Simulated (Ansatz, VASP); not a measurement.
**One calculation of AlH5, two programs**

```xyz
6
Lattice="4.4919 0.0000 0.0000 0.0000 3.2062 2.1860 0.0000 -3.2062 2.1860" Properties=species:S:1:pos:R:3 pbc="T T T"
Al    0.0000    0.0000    1.5071
H     1.7477   -1.3254    2.7881
H     2.7443    1.3254    2.7881
H     1.7477    1.3254    2.7881
H     2.7443   -1.3254    2.7881
H     0.0000    0.0000    3.8179
```

Alike in both runs: task single point; functional PBE; k mesh 4 × 6 × 6; occupations gaussian, width 0.1 eV; no spin polarisation.

|  | VASP | Ansatz |
| --- | --- | --- |
| version | VASP 6.6.1 | Ansatz 0.2.0 |
| potentials or method | VASP PAW PBE potentials, release 64 (Al, H), cutoff 520 eV | scalar-relativistic, plane waves, PAW |
| valence electrons in the cell | 8 | 8 |

```csv
,VASP,Ansatz,Ansatz less VASP
gap on the k mesh at the Fermi level (eV),none,none,-
pressure (GPa),-9.1,-9.0,+0.13
"traceless stress, the component that is largest in VASP (GPa)",-6.56,-6.56,0.000
rms of the force components (eV/Å),1.384,1.382,-0.0025
```

Atom by atom the forces differ by 0.003 eV/Å (rms over components). A gap of «none» marks a metal or a gap that the smearing closes. The functional is the same, so the differences come from potentials, cutoffs and numerics.
